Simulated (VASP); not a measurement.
# Si3H8C3 in VASP: a series of runs

Si3H8C3 is run at these levels: PBE; tasks: single point.

Program: VASP 6.6.1. These are calculated values, not measurements. Logs are shortened: lines on timing, memory, paths and dates and some standing lists are left out, and cuts for length are marked.

## 1. The cell of the first run

The cell holds a wire or tube with vacuum around it, 28 atoms: a = 16.100 Å, b = 15.200 Å, c = 5.074 Å, α = 90.00°, β = 90.00°, γ = 90.00°.

## 2. Single point, PBE

INCAR

```
ALGO = Normal
EDIFF = 1E-6
ENCUT = 520
GGA = PE
ISIF = 2
ISMEAR = 0
LASPH = True
LCHARG = False
LREAL = Auto
LWAVE = False
NBANDS = 52
NELM = 100
PREC = Accurate
SIGMA = 0.05
```

KPOINTS

```
k-points
0
Gamma
  1 1 7
```

POSCAR

```
Si3H8C3
1.0
   16.1000000000      0.0000000000      0.0000000000
    0.0000000000     15.2000000000      0.0000000000
    0.0000000000      0.0000000000      5.0740210508
Si C H
6 6 16
Direct
    0.4519912026      0.3532045845      0.0045635118
    0.3559736077      0.5293590831      0.0045635118
    0.5480087974      0.5293590831      0.0045635118
    0.4519912026      0.4706409169      0.5045635118
    0.6440263923      0.4706409169      0.5045635118
    0.5480087974      0.6467954155      0.5045635118
    0.4519912026      0.3532045845      0.3804364882
    0.3559736077      0.5293590831      0.3804364882
    0.5480087974      0.5293590831      0.3804364882
    0.4519912026      0.4706409169      0.8804364882
    0.6440263923      0.4706409169      0.8804364882
    0.5480087974      0.6467954155      0.8804364882
    0.3764102018      0.3069841207      0.9068559544
    0.5275722033      0.3069841207      0.9068559544
    0.2803926070      0.4831386194      0.9068559544
    0.3559736077      0.6218000106      0.9068559544
    0.6440263923      0.3781999894      0.4068559544
    0.7196073930      0.5168613806      0.4068559544
    0.4724277967      0.6930158793      0.4068559544
    0.6235897982      0.6930158793      0.4068559544
    0.3967004034      0.3193922989      0.4519138288
    0.5072820018      0.3193922989      0.4519138288
    0.3006828085      0.4955467975      0.4519138288
    0.3559736077      0.5969836542      0.4519138288
    0.6440263923      0.4030163458      0.9519138288
    0.6993171915      0.5044532025      0.9519138288
    0.4927179982      0.6806077011      0.9519138288
    0.6032995966      0.6806077011      0.9519138288
```

Potentials or basis: VASP PAW PBE potentials, release 64 (Si, C, H).

The run is started by

```console
cat potpaw_PBE.64/Si/POTCAR potpaw_PBE.64/C/POTCAR potpaw_PBE.64/H/POTCAR > POTCAR
mpirun -np 1 vasp_std > vasp.out
```

OUTCAR:

```text
EDIFF = 1E-6
   ENCUT = 520
   GGA = PE
   ISIF = 2
   ISMEAR = 0
   LASPH = True
   LREAL = Auto
   NELM = 100
   PREC = Accurate

 ion  position               nearest neighbor table
   1  0.452  0.353  0.005-  14 1.49  13 1.49  10 1.89   7 1.91   3 3.09   2 3.09   4 3.10   4 3.10

   2  0.356  0.529  0.005-  15 1.49  16 1.49  10 1.89   8 1.91   3 3.09   1 3.09   4 3.10   4 3.10

   3  0.548  0.529  0.005-  10 1.89  12 1.89  11 1.89   9 1.91   1 3.09   2 3.09   4 3.10   4 3.10
                             6 3.10   6 3.10   5 3.10   5 3.10
   4  0.452  0.471  0.505-   9 1.89   7 1.89   8 1.89  10 1.91   6 3.09   5 3.09   3 3.10   3 3.10
                             1 3.10   1 3.10   2 3.10   2 3.10
   5  0.644  0.471  0.505-  18 1.49  17 1.49   9 1.89  11 1.91   4 3.09   6 3.09   3 3.10   3 3.10

   6  0.548  0.647  0.505-  19 1.49  20 1.49   9 1.89  12 1.91   4 3.09   5 3.09   3 3.10   3 3.10

   7  0.452  0.353  0.380-  21 1.09  22 1.09   4 1.89   1 1.91
   8  0.356  0.529  0.380-  24 1.09  23 1.09   4 1.89   2 1.91
   9  0.548  0.529  0.380-   4 1.89   6 1.89   5 1.89   3 1.91
  10  0.452  0.471  0.880-   3 1.89   1 1.89   2 1.89   4 1.91
  11  0.644  0.471  0.880-  25 1.09  26 1.09   3 1.89   5 1.91
  12  0.548  0.647  0.880-  27 1.09  28 1.09   3 1.89   6 1.91
  13  0.376  0.307  0.907-   1 1.49
  14  0.528  0.307  0.907-   1 1.49
  15  0.280  0.483  0.907-   2 1.49
  16  0.356  0.622  0.907-   2 1.49
  17  0.644  0.378  0.407-   5 1.49
  18  0.720  0.517  0.407-   5 1.49
[... 8 lines left out ...]
  27  0.493  0.681  0.952-  12 1.09
  28  0.603  0.681  0.952-  12 1.09

  LATTYP: Found a simple orthorhombic cell.
 ALAT       =     5.0740210508
 B/A-ratio  =     2.9956517420
 C/A-ratio  =     3.1730258583

  Lattice vectors:

 A1 = (   0.0000000000,   0.0000000000,  -5.0740210508)
 A2 = (   0.0000000000,  15.2000000000,   0.0000000000)
 A3 = (  16.1000000000,   0.0000000000,   0.0000000000)

Analysis of symmetry for initial positions (statically):
=====================================================================
 Subroutine PRICEL returns:
 Original cell was already a primitive cell.

 Routine SETGRP: Setting up the symmetry group for a
 simple orthorhombic supercell.

 Subroutine GETGRP returns: Found  2 space group operations
 (whereof  1 operations were pure point group operations)
 out of a pool of  8 trial point group operations.

The static configuration has the point symmetry C_1 .
 The point group associated with its full space group is C_2 .

Analysis of symmetry for dynamics (positions and initial velocities):
=====================================================================
 Subroutine PRICEL returns:
[... 149 lines left out ...]
   POTIM  = 0.5000    time-step for ionic-motion
   TEBEG  =    0.0;   TEEND  =   0.0 temperature during run
   PSTRESS=    0.0 pullay stress
   NELECT =      64.0000    total number of electrons
   NUPDOWN=      -1.0000    fix difference up-down
   EMIN   =  10.00;   EMAX   =-10.00  energy-range for DOS
   EFERMI =   0.00;   METHOD = LEGACY
   ISMEAR =     0;   SIGMA  =   0.05  broadening in eV -4-tet -1-fermi 0-gaus
   EFERMI_NEDOS =   21; number of points for ismear=-14 and -15
   IALGO  =     38    algorithm
   IMIX   =      4    mixing-type and parameters
     AMIX     =   0.40;   BMIX     =  1.00
     AMIX_MAG =   1.60;   BMIX_MAG =  1.00
  volume/ion in A,a.u.               =      44.35       299.27
  Fermi-wavevector in a.u.,A,eV,Ry     =   0.609248  1.151312  5.050256  0.371183
  Thomas-Fermi vector in A             =   1.664374
   LORBIT       =      0    0 simple, 1 ext, 2 COOP (PROOUT), +10 PAW based schemes
   GGA     = PE    functional components
   LHFCALC =     F    Hartree Fock is set to
   AEXX    =    0.0000 exact exchange contribution
   IVDW    =     0    specifies the selected vdW correction
   LEPSILON=     F    determine dielectric tensor
   LRPA    =     F    only Hartree local field effects (RPA)
 non-spin polarized calculation
 Gauss-broadening in eV      SIGMA  =   0.05
  energy-cutoff  :      520.00
  volume of cell :     1241.71
 maximum number of plane-waves:     33485
 NGX is ok and might be reduce to   120
   NGX = 59   NGY = 57   NGZ = 19

 number of electron      64.0000000 magnetization

 Free energy of the ion-electron system (eV)
  ---------------------------------------------------
  ext. energy  EPLUGINS =         0.00000000
  ---------------------------------------------------
  free energy    TOTEN  =      -145.00279849 eV

  energy without entropy =     -145.00279849  energy(sigma->0) =     -145.00279849

 E-fermi :  -4.2578     XC(G=0):  -2.4380

 val. band max:       -4.5110049897   @ k =   0.0000   0.0000   0.1429
 cond. band min:       0.2148074229   @ k =   0.0000   0.0000   0.0000
 fundamental gap:      4.7258124126
 Fermi energy:        -4.2577938602

 k-point     1 :       0.0000    0.0000    0.0000
  band No.  band energies     occupation
      1     -17.4087      2.00000
      2     -16.2700      2.00000
      3     -15.5845      2.00000
      4     -15.3585      2.00000
      5     -14.5098      2.00000
      6     -14.3763      2.00000
[... 177 lines left out ...]
     43       2.2175      0.00000
     44       2.2980      0.00000
 [bands above 44 left out]

------------------------ aborting loop because EDIFF is reached ----------------------------------------

  FORCE on cell =-STRESS in cart. coord.  units (eV):
  Direction    XX          YY          ZZ          XY          YZ          ZX
  --------------------------------------------------------------------------------------
  -------------------------------------------------------------------------------------
  Total        1.2670603      0.0947519      4.4785432      1.0420938      0.0000000      0.0000000
  in kB        1.6348810      0.1222578      5.7786398      1.3446079      0.0000000      0.0000000
  external PRESSURE =       2.5119262 kB  Pullay stress =       0.0000000 kB

 VOLUME and BASIS-vectors are now :
 -----------------------------------------------------------------------------
  energy-cutoff  :      520.00
  volume of cell :     1241.71
      direct lattice vectors                 reciprocal lattice vectors
    16.100000000  0.000000000  0.000000000     0.062111801  0.000000000  0.000000000
     0.000000000 15.200000000  0.000000000     0.000000000  0.065789474  0.000000000
     0.000000000  0.000000000  5.074021051     0.000000000  0.000000000  0.197082351

 POSITION                                       TOTAL-FORCE (eV/Angst)
 -----------------------------------------------------------------------------------
      7.27706      5.36871      0.02316        -0.049563      0.319841      0.493846
      5.73118      8.04626      0.02316         0.254193     -0.204158      0.491860
      8.82294      8.04626      0.02316         0.081130      0.045852      0.251412
      7.27706      7.15374      2.56017        -0.081130     -0.045852      0.251412
     10.36882      7.15374      2.56017        -0.254193      0.204158      0.491860
      8.82294      9.83129      2.56017         0.049563     -0.319841      0.493846
[... 20 lines left out ...]
      7.93276     10.34524      4.83003        -0.135577      0.220596      0.090961
      9.71312     10.34524      4.83003         0.179195      0.213888      0.115193
 -----------------------------------------------------------------------------------
    total drift:                                0.000000     -0.000000     -0.026770

  FREE ENERGIE OF THE ION-ELECTRON SYSTEM (eV)
  ---------------------------------------------------
  free  energy   TOTEN  =      -145.0027984906 eV

  energy  without entropy=     -145.0027984906  energy(sigma->0) =     -145.00279849
```

It took 21 min on 1 thread of Intel Xeon 8259CL, shared host; peak memory 1.1 GiB.

Results:

```yaml
Free_energy: -145.0028 eV
Largest_force: 0.918 eV/Å
Band_gap_on_the_k_mesh: 4.73 eV (least direct gap 4.74 eV)
```

Forces in eV/Å, atoms in the order of the input:
```
Si  -0.050  0.320  0.494
Si   0.254 -0.204  0.492
Si   0.081  0.046  0.251
Si  -0.081 -0.046  0.251
Si  -0.254  0.204  0.492
Si   0.050 -0.320  0.494
C   -0.053  0.564 -0.722
C    0.450 -0.332 -0.723
C    0.022  0.020 -0.151
C   -0.022 -0.020 -0.151
C   -0.450  0.332 -0.723
C    0.053 -0.564 -0.722
H   -0.059 -0.103 -0.012
H    0.021 -0.127 -0.015
H   -0.118  0.001 -0.012
H   -0.099  0.081 -0.015
H    0.099 -0.081 -0.015
H    0.118 -0.001 -0.012
H   -0.021  0.127 -0.015
H    0.059  0.103 -0.012
H   -0.179 -0.214  0.115
H    0.136 -0.221  0.091
H   -0.275 -0.048  0.115
H   -0.123  0.228  0.091
H    0.123 -0.228  0.091
H    0.275  0.048  0.115
H   -0.136  0.221  0.091
H    0.179  0.214  0.115
```

## 3. Single point, PBE

This run uses another cell than the first one.

INCAR

```
SYSTEM = Si3H8C3
PREC     = Accurate       ! precision mode
ENCUT    = 520            ! plane-wave cutoff, eV
EDIFF    = 1E-6           ! SCF threshold, eV
ISMEAR   = 0              ! smearing method
SIGMA    = 0.05           ! smearing width, eV
LREAL    = Auto         
LASPH    = .TRUE.         ! aspherical terms in the spheres
NELM     = 60             ! most SCF steps
ALGO     = Normal         ! electronic algorithm
ISIF     = 2              ! what is computed and relaxed
LWAVE    = .FALSE.        ! write WAVECAR
LCHARG   = .FALSE.        ! write CHGCAR
GGA      = PE             ! functional
NBANDS   = 52             ! bands
```

KPOINTS

```
Automatic mesh
0
G
  1 1 7
  0 0 0
```

POSCAR

```
Si3H8C3
1.0
   16.1000000000      0.0000000000      0.0000000000
    0.0000000000     15.2000000000      0.0000000000
    0.0000000000      0.0000000000      5.2117852647
Si C H
6 6 16
Direct
    0.4499038669      0.3547723829      0.0107334113
    0.3562124953      0.5266605771      0.0107329055
    0.5481554979      0.5294484579      0.0090059232
    0.4518445021      0.4705515421      0.5090059232
    0.6437875047      0.4733394229      0.5107329055
    0.5500961331      0.6452276171      0.5107334113
    0.4497427382      0.3552975341      0.3738032302
    0.3565600665      0.5262509241      0.3738028713
    0.5477180383      0.5291810922      0.3779298715
    0.4522819617      0.4708189078      0.8779298715
    0.6434399335      0.4737490759      0.8738028713
    0.5502572618      0.6447024659      0.8738032302
    0.3735943004      0.3084203506      0.9164617030
    0.5235427923      0.3037469895      0.9170714826
    0.2801579030      0.4798392175      0.9164632038
    0.3513121433      0.6197228940      0.9170733684
    0.6486878567      0.3802771060      0.4170733684
    0.7198420970      0.5201607825      0.4164632038
    0.4764572077      0.6962530105      0.4170714826
    0.6264056996      0.6915796494      0.4164617030
    0.3935019017      0.3213575403      0.4417063008
    0.5031514582      0.3167195307      0.4417948173
    0.3006901578      0.4916303437      0.4417057807
    0.3517227099      0.5945316000      0.4417942634
    0.6482772901      0.4054684000      0.9417942634
    0.6993098422      0.5083696563      0.9417057807
    0.4968485418      0.6832804693      0.9417948173
    0.6064980983      0.6786424597      0.9417063008
```

Potentials or basis: VASP PAW PBE potentials, release 64 (Si, C, H).

The run is started by

```console
cat potpaw_PBE.64/Si/POTCAR potpaw_PBE.64/C/POTCAR potpaw_PBE.64/H/POTCAR > POTCAR
mpirun -np 1 vasp_std > vasp.out
```

OUTCAR:

```text
SYSTEM = Si3H8C3
   PREC = Accurate
   ENCUT = 520
   EDIFF = 1E-6
   ISMEAR = 0
   LREAL = Auto
   LASPH = .TRUE.
   NELM = 60
   ISIF = 2
   GGA = PE

 ion  position               nearest neighbor table
   1  0.450  0.355  0.011-  14 1.50  13 1.50   7 1.89  10 1.90   2 3.02   3 3.09   4 3.14
   2  0.356  0.527  0.011-  16 1.50  15 1.50   8 1.89  10 1.90   1 3.02   3 3.09   4 3.14
   3  0.548  0.529  0.009-  12 1.89  11 1.89  10 1.91   9 1.92   2 3.09   1 3.09   5 3.14   6 3.14

   4  0.452  0.471  0.509-   7 1.89   8 1.89   9 1.91  10 1.92   5 3.09   6 3.09   2 3.14   1 3.14

   5  0.644  0.473  0.511-  17 1.50  18 1.50  11 1.89   9 1.90   6 3.02   4 3.09   3 3.14
   6  0.550  0.645  0.511-  19 1.50  20 1.50  12 1.89   9 1.90   5 3.02   4 3.09   3 3.14
   7  0.450  0.355  0.374-  22 1.10  21 1.10   4 1.89   1 1.89
   8  0.357  0.526  0.374-  24 1.10  23 1.10   4 1.89   2 1.89
   9  0.548  0.529  0.378-   5 1.90   6 1.90   4 1.91   3 1.92
  10  0.452  0.471  0.878-   2 1.90   1 1.90   3 1.91   4 1.92
  11  0.643  0.474  0.874-  25 1.10  26 1.10   3 1.89   5 1.89
  12  0.550  0.645  0.874-  27 1.10  28 1.10   3 1.89   6 1.89
  13  0.374  0.308  0.916-   1 1.50
  14  0.524  0.304  0.917-   1 1.50
[... 242 lines left out ...]
  band No.  band energies     occupation
      1     -17.4219      2.00000
      2     -16.3482      2.00000
      3     -15.5816      2.00000
      4     -15.3937      2.00000
      5     -14.6316      2.00000
      6     -14.5753      2.00000
[... 177 lines left out ...]
     43       2.1254      0.00000
     44       2.1624      0.00000
 [bands above 44 left out]

------------------------ aborting loop because EDIFF is reached ----------------------------------------

  FORCE on cell =-STRESS in cart. coord.  units (eV):
  Direction    XX          YY          ZZ          XY          YZ          ZX
  --------------------------------------------------------------------------------------
  -------------------------------------------------------------------------------------
  Total       -0.3583025     -0.2945348     -0.0945066     -0.0470312      0.0000000      0.0000000
  in kB       -0.4500953     -0.3699910     -0.1187181     -0.0590800      0.0000000      0.0000000
  external PRESSURE =      -0.3129348 kB  Pullay stress =       0.0000000 kB

 VOLUME and BASIS-vectors are now :
 -----------------------------------------------------------------------------
  energy-cutoff  :      520.00
  volume of cell :     1275.43
      direct lattice vectors                 reciprocal lattice vectors
    16.100000000  0.000000000  0.000000000     0.062111801  0.000000000  0.000000000
     0.000000000 15.200000000  0.000000000     0.000000000  0.065789474  0.000000000
     0.000000000  0.000000000  5.211785265     0.000000000  0.000000000  0.191872832

 POSITION                                       TOTAL-FORCE (eV/Angst)
 -----------------------------------------------------------------------------------
      7.24345      5.39254      0.05594         0.004376     -0.010329     -0.019002
      5.73502      8.00524      0.05594        -0.008376      0.007311     -0.017532
      8.82530      8.04762      0.04694        -0.006567     -0.004219     -0.002588
      7.27470      7.15238      2.65283         0.006567      0.004219     -0.002588
     10.36498      7.19476      2.66183         0.008376     -0.007311     -0.017532
      8.85655      9.80746      2.66183        -0.004376      0.010329     -0.019002
[... 20 lines left out ...]
      7.99926     10.38586      4.90843        -0.010832      0.008579      0.005773
      9.76462     10.31537      4.90797         0.016737      0.007609      0.008454
 -----------------------------------------------------------------------------------
    total drift:                                0.000000     -0.000000     -0.009675

  FREE ENERGIE OF THE ION-ELECTRON SYSTEM (eV)
  ---------------------------------------------------
  free  energy   TOTEN  =      -145.2079805143 eV

  energy  without entropy=     -145.2079805143  energy(sigma->0) =     -145.20798051
```

OSZICAR:

```text
N       E                     dE             d eps       ncg     rms          rms(c)
DAV:   1     0.428375625991E+03    0.42838E+03   -0.19291E+04   424   0.842E+02
DAV:   2    -0.633957998199E+02   -0.49177E+03   -0.46542E+03   648   0.184E+02
DAV:   3    -0.156395989879E+03   -0.93000E+02   -0.92286E+02   576   0.823E+01
[... 19 lines left out ...]
DAV:  23    -0.145207971953E+03   -0.73465E-05   -0.28804E-07   392   0.190E-03    0.724E-04
DAV:  24    -0.145207978022E+03   -0.60682E-05   -0.21775E-07   336   0.128E-03    0.455E-04
DAV:  25    -0.145207979334E+03   -0.13127E-05   -0.87185E-08   376   0.104E-03    0.313E-04
DAV:  26    -0.145207980368E+03   -0.10338E-05   -0.79205E-08   336   0.752E-04    0.312E-04
DAV:  27    -0.145207980514E+03   -0.14616E-06   -0.17030E-08   408   0.455E-04
   1 F= -.14520798E+03 E0= -.14520798E+03  d E =-.381410E-13
```

stdout:

```text
POSCAR found type information on POSCAR SiC H
 POSCAR found :  3 types and      28 ions
 scaLAPACK will be used
 LDA part: xc-table for (Slater+PW92), standard interpolation
 POSCAR, INCAR and KPOINTS ok, starting setup
 FFT: planning ... GRIDC
 FFT: planning ... GRID_SOFT
 FFT: planning ... GRID
 WAVECAR not read
 entering main loop
```

It took 22 min on 1 thread of Intel Xeon 8259CL, shared host; peak memory 1.1 GiB.

What came out:

```
Free energy            : -145.2080 eV
Largest force          : 0.025 eV/Å
Band gap on the k mesh : 4.90 eV
```

Forces in eV/Å, atoms in the order of the input:
```
Si   0.004 -0.010 -0.019
Si  -0.008  0.007 -0.018
Si  -0.007 -0.004 -0.003
Si   0.007  0.004 -0.003
Si   0.008 -0.007 -0.018
Si  -0.004  0.010 -0.019
C    0.015  0.017 -0.009
C    0.020 -0.002 -0.014
C   -0.018 -0.005  0.002
C    0.018  0.005  0.002
C   -0.020  0.002 -0.014
C   -0.015 -0.017 -0.009
H    0.015  0.010  0.009
H   -0.019  0.005  0.007
H    0.016  0.008  0.009
H   -0.005 -0.018  0.007
H    0.005  0.018  0.007
H   -0.016 -0.008  0.009
H    0.019 -0.005  0.007
H   -0.015 -0.010  0.009
H   -0.017 -0.008  0.008
H    0.011 -0.009  0.006
H   -0.015 -0.011  0.008
H   -0.002  0.014  0.006
H    0.002 -0.014  0.006
H    0.015  0.011  0.008
H   -0.011  0.009  0.006
H    0.017  0.008  0.008
```
